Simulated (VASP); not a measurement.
SnTe (CsCl type): single point with PBE

SnTe (CsCl type):

```xyz
2
Lattice="3.7996 0.0000 0.0000 0.0000 3.7996 0.0000 0.0000 0.0000 3.7996" Properties=species:S:1:pos:R:3 pbc="T T T"
Sn    0.0000    0.0000    0.0000
Te    1.8998    1.8998    1.8998
```

```
Program                : VASP 6.6.1
Task                   : single point
Functional             : PBE
Potentials or basis    : VASP PAW PBE potentials, release 64 (Sn_d, Te)
Cutoff                 : 520 eV
k mesh                 : 12 × 12 × 12
Occupations            : fermi-dirac, width 0.1 eV
Spin                   : no spin polarisation
Dipole correction      : no
Further INCAR settings : ALGO = Normal; EDIFF = 1e-06; NBANDS = 17
```

| Item | Value |
| --- | --- |
| Pressure | 3.4 GPa |
| Band gap on the k mesh | zero (band 10 reaches 8.71 eV, above the bottom of band 11 at 6.50 eV) |

Levels at points of the mesh, in eV from the Fermi level:
| k point | band 7 | band 8 | band 9 | band 10 | band 11 | band 12 | band 13 | band 14 |
| --- | --- | --- | --- | --- | --- | --- | --- | --- |
| (0.00, 0.00, 0.00) | -5.06 | -1.94 | -1.94 | -1.94 | 3.39 | 3.39 | 5.90 | 5.90 |
| (0.50, 0.00, 0.00) | -8.60 | -0.29 | -0.29 | 0.26 | 0.31 | 2.24 | 2.24 | 5.22 |
| (0.50, 0.50, 0.00) | -6.48 | -5.28 | -5.28 | 0.33 | 3.61 | 4.04 | 4.04 | 6.10 |
| (0.50, 0.50, 0.50) | -5.14 | -3.20 | -3.20 | -3.20 | -1.58 | -1.58 | -1.58 | 14.85 |

It took 45 s on 1 thread of Intel(R) Xeon(R) 6975P-C (Granite Rapids), with other jobs on the host, peak memory 0.2 GiB.

Caveat: spin-orbit coupling is left out, which moves the levels of the heavy elements.
